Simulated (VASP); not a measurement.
# Sc2AlN2 (I4/mmm) in VASP: relaxation of shape and atoms at fixed volume with PBE

Aim: the relaxation of shape and atoms at fixed volume of Sc2AlN2 with PBE.

Program: VASP 6.6.1. These are calculated values, not measurements. Logs are shortened: lines on timing, memory, paths and dates and some standing lists are left out, and cuts for length are marked.

## Step 1: The cell of the first run

Symmetry: I4/mmm, No. 139, tetragonal system. The conventional cell has a = 3.070 Å, b = 3.070 Å, c = 11.687 Å, α = 90.00°, β = 90.00°, γ = 90.00°. Sc (site symmetry 4mm) has 5 N at 2.11 to 2.17 Å and 4 Al at 2.86 Å within 2.9 Å. Al (site symmetry 4/mmm) has 2 N at 1.88 Å within 2.5 Å. N (site symmetry 4mm) has 1 Al at 1.88 Å and 5 Sc at 2.11 to 2.17 Å within 2.5 Å.

## Step 2: Relaxation of shape and atoms at fixed volume, PBE (11.01 Å³/atom)

The input, INCAR:

```
SYSTEM = Sc2AlN2
PREC     = Accurate       ! precision mode
ENCUT    = 600            ! plane-wave cutoff, eV
EDIFF    = 1E-7           ! SCF threshold, eV
ISMEAR   = 0              ! smearing method
SIGMA    = 0.1            ! smearing width, eV
LREAL    = .FALSE.        ! projectors in reciprocal space
LASPH    = .TRUE.         ! aspherical terms in the spheres
NELM     = 120            ! most SCF steps
ALGO     = Normal         ! electronic algorithm
ISIF     = 4              ! what is computed and relaxed
LWAVE    = .FALSE.        ! write WAVECAR
LCHARG   = .FALSE.        ! write CHGCAR
GGA      = PE             ! functional
IBRION   = 2              ! ionic algorithm
NSW      = 50             ! ionic steps
EDIFFG   = -0.01          ! ionic threshold
GGA_COMPAT= .FALSE.      
NELMIN   = 4
```

The input, KPOINTS:

```
Automatic mesh
0
G
  14 14 14
  0 0 0
```

The input, POSCAR:

```
Sc2AlN2
1.0
   -1.5348292265      1.5348292265      5.8436543437
    1.5348292265     -1.5348292265      5.8436543437
    1.5348292265      1.5348292265     -5.8436543437
Sc Al N
2 1 2
Direct
    0.6588211985      0.6588211985      0.0000000000
    0.3411788015      0.3411788015      0.0000000000
    0.0000000000      0.0000000000      0.0000000000
    0.8394785520      0.8394785520      0.0000000000
    0.1605214480      0.1605214480      0.0000000000
```

Potentials or basis: VASP PAW PBE potentials, release 64 (Sc_sv, Al, N).

The run is started by

```
cat potpaw_PBE.64/Sc_sv/POTCAR potpaw_PBE.64/Al/POTCAR potpaw_PBE.64/N/POTCAR > POTCAR
mpirun -np 1 vasp_std > vasp.out
```

OUTCAR:

```text
SYSTEM = Sc2AlN2
   PREC = Accurate
   ENCUT = 600
   EDIFF = 1E-7
   ISMEAR = 0
   LREAL = .FALSE.
   LASPH = .TRUE.
   NELM = 120
   ISIF = 4
   GGA = PE
   IBRION = 2
   NSW = 50
   EDIFFG = -0.01
   NELMIN = 4

 ion  position               nearest neighbor table
   1  0.659  0.659  0.000-   4 2.11   5 2.17   5 2.17   5 2.17   5 2.17   3 2.86   3 2.86   3 2.86
                             3 2.86   2 3.04   2 3.04   2 3.04   2 3.04
   2  0.341  0.341  0.000-   5 2.11   4 2.17   4 2.17   4 2.17   4 2.17   3 2.86   3 2.86   3 2.86
                             3 2.86   1 3.04   1 3.04   1 3.04   1 3.04
   3  0.000  0.000  0.000-   4 1.88   5 1.88   2 2.86   1 2.86   1 2.86   1 2.86   1 2.86   2 2.86
                             2 2.86   2 2.86
   4  0.839  0.839  0.000-   3 1.88   1 2.11   2 2.17   2 2.17   2 2.17   2 2.17
   5  0.161  0.161  0.000-   3 1.88   2 2.11   1 2.17   1 2.17   1 2.17   1 2.17

  LATTYP: Found a body centered tetragonal cell.
 ALAT       =     3.0696584530
 C/A-ratio  =     3.8073645216

  Lattice vectors:

 A1 = (  -1.5348292265,   1.5348292265,   5.8436543437)
 A2 = (   1.5348292265,  -1.5348292265,   5.8436543437)
 A3 = (   1.5348292265,   1.5348292265,  -5.8436543437)

Analysis of symmetry for initial positions (statically):
=====================================================================
 Subroutine PRICEL returns:
 Original cell was already a primitive cell.

 Routine SETGRP: Setting up the symmetry group for a
 body centered tetragonal supercell.

 Subroutine GETGRP returns: Found 16 space group operations
 (whereof 16 operations were pure point group operations)
 out of a pool of 16 trial point group operations.

The static configuration has the point symmetry D_4h.

Analysis of symmetry for dynamics (positions and initial velocities):
=====================================================================
 Subroutine PRICEL returns:
 Original cell was already a primitive cell.

 Routine SETGRP: Setting up the symmetry group for a
 body centered tetragonal supercell.

 Subroutine GETGRP returns: Found 16 space group operations
 (whereof 16 operations were pure point group operations)
 out of a pool of 16 trial point group operations.

The dynamic configuration has the point symmetry D_4h.

 Subroutine INISYM returns: Found 16 space group operations
 (whereof 16 operations are pure point group operations),
 and found     1 'primitive' translations

[... 103 lines left out ...]
   NSW    =     50    number of steps for IOM
   IBRION =      2    ionic relax: 0-MD 1-quasi-New 2-CG
   NFREE  =      1    steps in history (QN), initial steepest desc. (CG)
   ISIF   =      4    stress and relaxation
   ISYM   =      2    0-nonsym 1-usesym 2-fastsym
   POTIM  = 0.5000    time-step for ionic-motion
   TEBEG  =    0.0;   TEEND  =   0.0 temperature during run
   PSTRESS=    0.0 pullay stress
   NELECT =      35.0000    total number of electrons
   NUPDOWN=      -1.0000    fix difference up-down
   EMIN   =  10.00;   EMAX   =-10.00  energy-range for DOS
   EFERMI =   0.00;   METHOD = LEGACY
   ISMEAR =     0;   SIGMA  =   0.10  broadening in eV -4-tet -1-fermi 0-gaus
   EFERMI_NEDOS =   21; number of points for ismear=-14 and -15
   IALGO  =     38    algorithm
   IMIX   =      4    mixing-type and parameters
     AMIX     =   0.40;   BMIX     =  1.00
     AMIX_MAG =   1.60;   BMIX_MAG =  1.00
  volume/ion in A,a.u.               =      11.01        74.32
  Fermi-wavevector in a.u.,A,eV,Ry     =   1.407589  2.659958 26.957328  1.981308
  Thomas-Fermi vector in A             =   2.529833
   LORBIT       =      0    0 simple, 1 ext, 2 COOP (PROOUT), +10 PAW based schemes
   GGA     = PE    functional components
   LHFCALC =     F    Hartree Fock is set to
   AEXX    =    0.0000 exact exchange contribution
   IVDW    =     0    specifies the selected vdW correction
   LEPSILON=     F    determine dielectric tensor
   LRPA    =     F    only Hartree local field effects (RPA)
 conjugate gradient relaxation of ions
 non-spin polarized calculation
 Gauss-broadening in eV      SIGMA  =   0.10
  energy-cutoff  :      600.00
  volume of cell :       55.06
 maximum number of plane-waves:      1864
 NGX is ok and might be reduce to    50
   NGX = 25   NGY = 25   NGZ = 25

--------------------------------------- Ionic step        1  -------------------------------------------

 number of electron      35.0000001 magnetization

 Free energy of the ion-electron system (eV)
  ---------------------------------------------------
  ext. energy  EPLUGINS =         0.00000000
  ---------------------------------------------------
  free energy    TOTEN  =       -39.47543712 eV

  energy without entropy =      -39.46733811  energy(sigma->0) =      -39.47138761

------------------------ aborting loop because EDIFF is reached ----------------------------------------

  FORCE on cell =-STRESS in cart. coord.  units (eV):
  Direction    XX          YY          ZZ          XY          YZ          ZX
  --------------------------------------------------------------------------------------
  -------------------------------------------------------------------------------------
  Total        9.4576359      9.4576359      9.4277474      0.0000000      0.0000000     -0.0000000
  in kB      275.1873975    275.1873975    274.3177360      0.0000000      0.0000000     -0.0000000
  external PRESSURE =     274.8975104 kB  Pullay stress =       0.0000000 kB
[... 143 lines left out ...]
--------------------------------------- Ionic step        5  -------------------------------------------

 number of electron      35.0000002 magnetization

 Free energy of the ion-electron system (eV)
  ---------------------------------------------------
  ext. energy  EPLUGINS =         0.00000000
  ---------------------------------------------------
  free energy    TOTEN  =       -39.47734652 eV

  energy without entropy =      -39.46917763  energy(sigma->0) =      -39.47326207

 E-fermi :   8.3666     XC(G=0): -12.0158

 val. band max:        8.3609279045   @ k =  -0.3571  -0.4286   0.2857
 cond. band min:       8.3727623810   @ k =  -0.2857   0.4286   0.0714
 fundamental gap:      0.0118344765
 Fermi energy:         8.3665554065

 k-point     1 :       0.0000    0.0000    0.0000
  band No.  band energies     occupation
      1     -40.6400      2.00000
      2     -40.5285      2.00000
      3     -19.6376      2.00000
      4     -19.2083      2.00000
      5     -19.2083      2.00000
      6     -19.1702      2.00000
[... 565 lines left out ...]
     20      10.7532      0.00000
     21      11.2567      0.00000

 [... further k-points ...]
[... 5 lines left out ...]
  --------------------------------------------------------------------------------------
  -------------------------------------------------------------------------------------
  Total        9.3556267      9.3556267      9.3919880      0.0000000      0.0000000      0.0000000
  in kB      272.2192509    272.2192509    273.2772500      0.0000000      0.0000000      0.0000000
  external PRESSURE =     272.5719172 kB  Pullay stress =       0.0000000 kB
[... 20 lines left out ...]
  FREE ENERGIE OF THE ION-ELECTRON SYSTEM (eV)
  ---------------------------------------------------
  free  energy   TOTEN  =       -39.4773465196 eV

  energy  without entropy=      -39.4691776295  energy(sigma->0) =      -39.47326207

 reached required accuracy - stopping structural energy minimisation
```

OSZICAR:

```text
N       E                     dE             d eps       ncg     rms          rms(c)
DAV:   1     0.592991053811E+03    0.59299E+03   -0.17807E+04 10368   0.198E+03
DAV:   2     0.326793356735E+02   -0.56031E+03   -0.55465E+03 13845   0.699E+02
DAV:   3    -0.437719520291E+02   -0.76451E+02   -0.74920E+02 18225   0.258E+02
DAV:   4    -0.487821115243E+02   -0.50102E+01   -0.49403E+01 16386   0.576E+01
[... 36 lines left out ...]
       N       E                     dE             d eps       ncg     rms          rms(c)
DAV:   1    -0.394773476574E+02   -0.24641E-05   -0.56538E-04 10568   0.399E-01    0.101E-02
DAV:   2    -0.394773475274E+02    0.13002E-06   -0.27327E-05 15194   0.623E-02    0.630E-03
DAV:   3    -0.394773465888E+02    0.93856E-06   -0.15415E-06 16440   0.154E-02    0.176E-03
DAV:   4    -0.394773465196E+02    0.69182E-07   -0.23011E-07  9407   0.536E-03
   5 F= -.39477347E+02 E0= -.39473262E+02  d E =-.154410E-03
```

Run time: 23 min. Hardware: 1 thread of Intel Xeon 6975P-C (Granite Rapids), shared host; peak memory 0.61 GiB.

What came out:

```
Free energy                  : -39.4773 eV
Energy gained by relaxing    : 0.4 meV/atom
Ionic steps                  : 5
Pressure after relaxing      : 27.3 GPa
Largest force after relaxing : 0.008 eV/Å
Band gap on the k mesh       : zero (an odd number of electrons rules out a gap without spin polarisation)
```

Forces on the atoms (eV/Å):
```
Sc   0.000  0.000 -0.001
Sc   0.000  0.000  0.001
Al   0.000  0.000  0.000
N    0.000  0.000 -0.008
N    0.000  0.000  0.008
```

Stress tensor (GPa, compression positive):
```
27.22  0.00  0.00
 0.00 27.22  0.00
 0.00  0.00 27.33
```

The path:
```tsv
step	energy change (eV)	largest force (eV/Å)	pressure (GPa)	volume (Å³)
1	0.0000	0.1833	27.49	55.06
2	-0.0018	0.0358	27.29	55.06
3	-0.0018	0.0399	27.28	55.06
4	-0.0019	0.0109	27.26	55.06
5	-0.0019	0.0082	27.26	55.06
```

Final structure:
```
CELL_PARAMETERS angstrom
-1.53575 1.53575 5.83665
1.53575 -1.53575 5.83665
1.53575 1.53575 -5.83665
ATOMIC_POSITIONS crystal
Sc 0.65793 0.65793 0.00000
Sc 0.34207 0.34207 0.00000
Al 0.00000 0.00000 0.00000
N 0.83946 0.83946 0.00000
N 0.16054 0.16054 0.00000
```
